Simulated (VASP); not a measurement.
Set up this calculation in VASP 6.6.1, as the native input.

- Task: single point
- Functional: PBEsol
- Potentials or basis: VASP PAW PBE potentials, release 64 (Y_sv, Pt)
- Cutoff: 520 eV
- k mesh: 6 × 6 × 6
- Occupations: fermi-dirac, width 0.1 eV
- Spin: no spin polarisation
- Dipole correction: no
- Further INCAR settings: ALGO = Normal; EDIFF = 1e-07; NBANDS = 28

The structure of YPt3 lies in POSCAR:

```
YPt3
1.0
    4.0628796596      0.0000000000      0.0000000000
    0.0000000000      4.0628796596      0.0000000000
    0.0000000000      0.0000000000      4.0628796596
Y Pt
1 3
Direct
    0.0000000000      0.0000000000      0.0000000000
    0.0000000000      0.5000000000      0.5000000000
    0.5000000000      0.0000000000      0.5000000000
    0.5000000000      0.5000000000      0.0000000000
```

One way to write it, as run:

INCAR

```
SYSTEM = YPt3
PREC = Accurate ; ENCUT = 520
EDIFF = 1E-7 ; ISMEAR = -1
SIGMA = 0.1 ; LREAL = .False.
LASPH = .True. ; NELM = 60
ALGO = Normal ; ISIF = 2
LWAVE = .False. ; LCHARG = .False.
GGA = PS ; NBANDS = 28
```

KPOINTS

```
Automatic mesh
0
Gamma
  6 6 6
  0 0 0
```

Potentials or basis: VASP PAW PBE potentials, release 64 (Y_sv, Pt).

Command:

```console
$ cat potpaw_PBE.64/Y_sv/POTCAR potpaw_PBE.64/Pt/POTCAR > POTCAR
$ mpirun -np 1 vasp_std > vasp.out
```

Results of the run:

```yaml
Pressure: -0.3 GPa
```

Caveat: the PAW data sets were made with another functional, which shifts forces and pressure a little.

It took 19 s on 1 thread of Intel(R) Xeon(R) 6975P-C (Granite Rapids), on a shared host, peak memory 0.19 GiB.
